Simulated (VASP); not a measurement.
# CaB2 (P1) in VASP: single point with PBE

Aim: the single point of CaB2 with PBE.

Everything below comes from runs of VASP 6.6.1. Logs are shortened: lines on timing, memory, paths and dates and some standing lists are left out, and cuts for length are marked.

**1. The cell of the first run**

The typed cell holds 3 atoms: a = 3.219 Å, b = 3.219 Å, c = 4.072 Å, α = 90.00°, β = 90.00°, γ = 120.00°.

**2. Single point, PBE (all B atoms moved 0.5 Å in one direction)**

Contents of INCAR:

```
SYSTEM = CaB2
ALGO = Normal ; EDIFF = 1E-6
ENCUT = 520 ; GGA = PE
ISIF = 2 ; ISMEAR = 0
LASPH = .True. ; LCHARG = .False.
LREAL = .False. ; LWAVE = .False.
NBANDS = 15 ; NELM = 80
PREC = Accurate ; SIGMA = 0.15
```

Contents of KPOINTS:

```
k-points
0
Gamma
  12 12 8
  0 0 0
```

Contents of POSCAR:

```
CaB2
1.0
    3.2191851560      0.0000000000      0.0000000000
   -1.6095925780      2.7878961246      0.0000000000
    0.0000000000      0.0000000000      4.0715212130
Ca B
1 2
Direct
    0.0156072589      0.0629257349      0.0684758734
    0.3255297039      0.6352037992      0.4657620633
    0.6588630372      0.3018704659      0.4657620633
```

Potentials or basis: VASP PAW PBE potentials, release 64 (Ca_sv, B).

Launch:

```console
$ cat potpaw_PBE.64/Ca_sv/POTCAR potpaw_PBE.64/B/POTCAR > POTCAR
$ mpirun -np 1 vasp_std > vasp.out
```

OUTCAR:

```text
SYSTEM = CaB2
   EDIFF = 1E-6
   ENCUT = 520
   GGA = PE
   ISIF = 2
   ISMEAR = 0
   LASPH = .True.
   LREAL = .False.
   NELM = 80
   PREC = Accurate

 ion  position               nearest neighbor table
   1  0.016  0.063  0.068-   2 2.27   3 2.33   3 2.43   2 2.53   2 2.62   3 2.67
   2  0.326  0.635  0.466-   3 1.86   3 1.86   3 1.86   1 2.27   1 2.53   1 2.62
   3  0.659  0.302  0.466-   2 1.86   2 1.86   2 1.86   1 2.33   1 2.43   1 2.67

  LATTYP: Found a hexagonal cell.
 ALAT       =     3.2191851560
 C/A-ratio  =     1.2647676402

  Lattice vectors:

 A1 = (   3.2191851560,   0.0000000000,   0.0000000000)
 A2 = (  -1.6095925780,   2.7878961246,   0.0000000000)
 A3 = (   0.0000000000,   0.0000000000,   4.0715212130)

Analysis of symmetry for initial positions (statically):
=====================================================================
 Subroutine PRICEL returns:
 Original cell was already a primitive cell.

 Routine SETGRP: Setting up the symmetry group for a
 hexagonal supercell.

 Subroutine GETGRP returns: Found  1 space group operations
 (whereof  1 operations were pure point group operations)
 out of a pool of 24 trial point group operations.

The static configuration has the point symmetry C_1 .

Analysis of symmetry for dynamics (positions and initial velocities):
=====================================================================
 Subroutine PRICEL returns:
 Original cell was already a primitive cell.

 Routine SETGRP: Setting up the symmetry group for a
 hexagonal supercell.

 Subroutine GETGRP returns: Found  1 space group operations
 (whereof  1 operations were pure point group operations)
 out of a pool of 24 trial point group operations.

The dynamic configuration has the point symmetry C_1 .

 Subroutine INISYM returns: Found  1 space group operations
 (whereof  1 operations are pure point group operations),
 and found     1 'primitive' translations

----------------------------------------------------------------------------------------

                                     Primitive cell

  volume of cell :      36.5409

  direct lattice vectors                    reciprocal lattice vectors
     3.219185156  0.000000000  0.000000000     0.310637615  0.179346711  0.000000000
    -1.609592578  2.787896125  0.000000000     0.000000000  0.358693422  0.000000000
     0.000000000  0.000000000  4.071521213     0.000000000  0.000000000  0.245608446

  length of vectors
     3.219185156  3.219185156  4.071521213     0.358693422  0.358693422  0.245608446

  position of ions in fractional coordinates (direct lattice)
     0.015607259  0.062925735  0.068475873
     0.325529704  0.635203799  0.465762063
     0.658863037  0.301870466  0.465762063

  ion indices of the primitive-cell ions
   primitive index   ion index
                 1           1
                 2           2
                 3           3

----------------------------------------------------------------------------------------

 KPOINTS: k-points

Automatic generation of k-mesh.
 Grid dimensions read from file:
 generate k-points for:   12   12    8

 Generating k-lattice:

  Cartesian coordinates                     Fractional coordinates (reciprocal lattice)
     0.025886468  0.014945559  0.000000000     0.083333333  0.000000000  0.000000000
     0.000000000  0.029891118  0.000000000     0.000000000  0.083333333  0.000000000
     0.000000000  0.000000000  0.030701056     0.000000000  0.000000000  0.125000000

  Length of vectors
     0.029891118  0.029891118  0.030701056

  Shift w.r.t. Gamma in fractional coordinates (k-lattice)
     0.000000000  0.000000000  0.000000000

 Subroutine IBZKPT returns following result:
 ===========================================

 Found    580 irreducible k-points:

 Following reciprocal coordinates:
            Coordinates               Weight
  0.000000  0.000000  0.000000      1.000000
  0.083333  0.000000  0.000000      2.000000
  0.000000  0.083333  0.000000      2.000000
 -0.083333  0.083333  0.000000      2.000000
  0.166667  0.000000  0.000000      2.000000
  0.000000  0.166667  0.000000      2.000000
[... 16 lines left out ...]
  0.166667  0.083333  0.000000      2.000000
 -0.083333  0.250000  0.000000      2.000000
 [... further k-points ...]
   k-points           NKPTS =    580   k-points in BZ     NKDIM =    580   number of bands    NBANDS=     15
   number of dos      NEDOS =    301   number of ions     NIONS =      3
   total plane-waves  NPLWV =  17280
   dimension x,y,z NGX =    24 NGY =   24 NGZ =   30
   dimension x,y,z NGXF=    48 NGYF=   48 NGZF=   60
   ions per type =               1   2
   NGX,Y,Z   is equivalent  to a cutoff of  12.39, 12.39, 12.25 a.u.
   NGXF,Y,Z  is equivalent  to a cutoff of  24.79, 24.79, 24.50 a.u.
 SYSTEM =  CaB2
   PREC   = accura    normal or accurate (medium, high low for compatibility)
   ISTART =      0    job   : 0-new  1-cont  2-samecut
   ICHARG =      2    charge: 1-file 2-atom 10-const
   ISPIN  =      1    spin polarized calculation?
   LNONCOLLINEAR =      F non collinear calculations
   LSORBIT =      F    spin-orbit coupling
   LASPH  =      T    aspherical Exc in radial PAW
   ENCUT  =  520.0 eV  38.22 Ry    6.18 a.u.   5.99  5.99  7.57*2*pi/ulx,y,z
   NELM   =     80;   NELMIN=  2; NELMDL= -5     # of ELM steps
   EDIFF  = 0.1E-05   stopping-criterion for ELM
   LREAL  =      F    real-space projection
   EDIFFG = 0.1E-04   stopping-criterion for IOM
   NSW    =      0    number of steps for IOM
   IBRION =     -1    ionic relax: 0-MD 1-quasi-New 2-CG
   NFREE  =      0    steps in history (QN), initial steepest desc. (CG)
   ISIF   =      2    stress and relaxation
   ISYM   =      2    0-nonsym 1-usesym 2-fastsym
   POTIM  = 0.5000    time-step for ionic-motion
   TEBEG  =    0.0;   TEEND  =   0.0 temperature during run
   PSTRESS=    0.0 pullay stress
   NELECT =      16.0000    total number of electrons
   NUPDOWN=      -1.0000    fix difference up-down
   EMIN   =  10.00;   EMAX   =-10.00  energy-range for DOS
   EFERMI =   0.00;   METHOD = LEGACY
   ISMEAR =     0;   SIGMA  =   0.15  broadening in eV -4-tet -1-fermi 0-gaus
   EFERMI_NEDOS =   21; number of points for ismear=-14 and -15
   IALGO  =     38    algorithm
   IMIX   =      4    mixing-type and parameters
     AMIX     =   0.40;   BMIX     =  1.00
     AMIX_MAG =   1.60;   BMIX_MAG =  1.00
  volume/ion in A,a.u.               =      12.18        82.20
  Fermi-wavevector in a.u.,A,eV,Ry     =   1.243145  2.349203 21.026568  1.545409
  Thomas-Fermi vector in A             =   2.377468
   LORBIT       =      0    0 simple, 1 ext, 2 COOP (PROOUT), +10 PAW based schemes
   GGA     = PE    functional components
   LHFCALC =     F    Hartree Fock is set to
   AEXX    =    0.0000 exact exchange contribution
   IVDW    =     0    specifies the selected vdW correction
   LEPSILON=     F    determine dielectric tensor
   LRPA    =     F    only Hartree local field effects (RPA)
 non-spin polarized calculation
 Gauss-broadening in eV      SIGMA  =   0.15
  energy-cutoff  :      520.00
  volume of cell :       36.54
 maximum number of plane-waves:      1008
   NGX = 11   NGY = 11   NGZ = 15

 number of electron      16.0000001 magnetization

 Free energy of the ion-electron system (eV)
  ---------------------------------------------------
  ext. energy  EPLUGINS =         0.00000000
  ---------------------------------------------------
  free energy    TOTEN  =       -14.81684059 eV

  energy without entropy =      -14.80772759  energy(sigma->0) =      -14.81228409

 E-fermi :   4.5245     XC(G=0): -10.7301

 val. band max:        4.5230374314   @ k =   0.5000  -0.0833  -0.3750
 cond. band min:       4.5261200026   @ k =   0.0833   0.0000   0.0000
 fundamental gap:      0.0030825712
 Fermi energy:         4.5245026404

 k-point     1 :       0.0000    0.0000    0.0000
  band No.  band energies     occupation
      1     -34.8633      2.00000
      2     -16.0188      2.00000
      3     -15.6665      2.00000
      4     -15.6589      2.00000
      5      -5.6603      2.00000
      6       2.4020      2.00000
      7       4.5743      0.63869
      8       4.6611      0.19795
      9       5.7387      0.00000
     10       9.1181      0.00000
     11       9.5605      0.00000
     12      10.0009      0.00000
     13      10.7573      0.00000
     14      12.3950      0.00000
     15      12.5025      0.00000

 k-point     2 :       0.0833    0.0000    0.0000
  band No.  band energies     occupation
      1     -34.8552      2.00000
      2     -16.0095      2.00000
      3     -15.7194      2.00000
      4     -15.6774      2.00000
      5      -5.5400      2.00000
      6       2.4595      2.00000
      7       4.1112      1.99990
      8       4.5261      0.98783
      9       5.8131      0.00000
     10       8.8397      0.00000
     11       9.9310      0.00000
     12      10.1753      0.00000
     13      10.6147      0.00000
     14      12.1898      0.00000
     15      12.7394      0.00000

 k-point     3 :       0.0000    0.0833    0.0000
  band No.  band energies     occupation
      1     -34.8552      2.00000
      2     -16.0116      2.00000
      3     -15.7224      2.00000
      4     -15.6717      2.00000
      5      -5.5405      2.00000
      6       2.4658      2.00000
      7       4.1573      1.99946
      8       4.4623      1.44224
      9       5.8155      0.00000
     10       8.9596      0.00000
     11       9.5698      0.00000
     12      10.2119      0.00000
     13      10.9187      0.00000
     14      12.1912      0.00000
     15      12.6875      0.00000

 k-point     4 :      -0.0833    0.0833    0.0000
  band No.  band energies     occupation
      1     -34.8552      2.00000
      2     -16.0107      2.00000
      3     -15.7205      2.00000
      4     -15.6749      2.00000
      5      -5.5402      2.00000
      6       2.4631      2.00000
      7       4.1351      1.99976
      8       4.4907      1.25035
      9       5.8175      0.00000
     10       8.8967      0.00000
     11       9.7170      0.00000
     12      10.1935      0.00000
     13      10.8050      0.00000
     14      12.2244      0.00000
     15      12.6414      0.00000
[... 307 lines left out ...]
 k-point    22 :      -0.1667    0.0833    0.0000
  band No.  band energies     occupation
      1     -34.8400      2.00000
      2     -15.9963      2.00000
      3     -15.8216      2.00000
      4     -15.7019      2.00000
      5      -5.3051      2.00000
      6       2.5416      2.00000
      7       3.4128      2.00000
      8       4.2435      1.99193
      9       5.9509      0.00000
     10       8.7006      0.00000
     11       9.8800      0.00000
     12      10.3083      0.00000
     13      10.6375      0.00000
     14      12.1113      0.00000
     15      13.0796      0.00000

 k-point    23 :       0.1667    0.0833    0.0000
  band No.  band energies     occupation
      1     -34.8135      2.00000
      2     -16.0521      2.00000
      3     -15.9137      2.00000
      4     -15.7441      2.00000
      5      -4.8551      2.00000
      6       2.2275      2.00000
      7       2.7578      2.00000
      8       3.8285      2.00000
      9       6.2494      0.00000
     10       8.3647      0.00000
     11       9.6954      0.00000
     12       9.9102      0.00000
     13      11.2951      0.00000
     14      12.1390      0.00000
     15      13.2547      0.00000

 k-point    24 :      -0.0833    0.2500    0.0000
  band No.  band energies     occupation
      1     -34.8136      2.00000
      2     -16.0754      2.00000
      3     -15.8855      2.00000
      4     -15.7469      2.00000
      5      -4.8575      2.00000
      6       2.2486      2.00000
      7       2.7778      2.00000
      8       3.8004      2.00000
      9       6.2310      0.00000
     10       8.2302      0.00000
     11       9.7611      0.00000
     12       9.9277      0.00000
     13      11.6288      0.00000
     14      11.9177      0.00000
     15      12.9902      0.00000

 [... further k-points ...]

------------------------ aborting loop because EDIFF is reached ----------------------------------------

  FORCE on cell =-STRESS in cart. coord.  units (eV):
  Direction    XX          YY          ZZ          XY          YZ          ZX
  --------------------------------------------------------------------------------------
  -------------------------------------------------------------------------------------
  Total        1.9739611      1.6295113      3.6553594      0.1103198      2.3501684     -0.6835201
  in kB       86.5505691     71.4477738    160.2733888      4.8370983    103.0458072    -29.9697178
  external PRESSURE =     106.0905772 kB  Pullay stress =       0.0000000 kB

 VOLUME and BASIS-vectors are now :
 -----------------------------------------------------------------------------
  energy-cutoff  :      520.00
  volume of cell :       36.54
      direct lattice vectors                 reciprocal lattice vectors
     3.219185156  0.000000000  0.000000000     0.310637615  0.179346711  0.000000000
    -1.609592578  2.787896125  0.000000000     0.000000000  0.358693422  0.000000000
     0.000000000  0.000000000  4.071521213     0.000000000  0.000000000  0.245608446

 POSITION                                       TOTAL-FORCE (eV/Angst)
 -----------------------------------------------------------------------------------
     -0.05104      0.17543      0.27880         0.530891     -1.828915     -3.875066
      0.02552      1.77088      1.89636        -0.148166      1.095701      1.973423
      1.63511      0.84158      1.89636        -0.382724      0.733214      1.901643
 -----------------------------------------------------------------------------------
    total drift:                                0.000167      0.000046      0.000299

  FREE ENERGIE OF THE ION-ELECTRON SYSTEM (eV)
  ---------------------------------------------------
  free  energy   TOTEN  =       -14.8168405923 eV

  energy  without entropy=      -14.8077275891  energy(sigma->0) =      -14.81228409
```

Run time: 2.8 min. Hardware: 1 thread of Oxide Virtual Turin-like, shared host; peak memory 0.38 GiB.

What came out:

| Property | Result |
| --- | --- |
| Free energy | -14.8168 eV |
| Pressure | 10.6 GPa |
| Largest force | 4.318 eV/Å |
| Band gap on the k mesh | zero (bands 8 and 9 overlap by 0.79 eV) |

Forces on the atoms (eV/Å):
```
Ca   0.531 -1.829 -3.875
B   -0.148  1.096  1.973
B   -0.383  0.733  1.902
```

Caveat: the cell differs from its parent crystal (all B atoms moved 0.5 Å in one direction); the stress differs along the axes, from 7 to 16 GPa; forces of over 1 eV/Å act on the atoms, so gaps and moduli don't describe the material at rest.
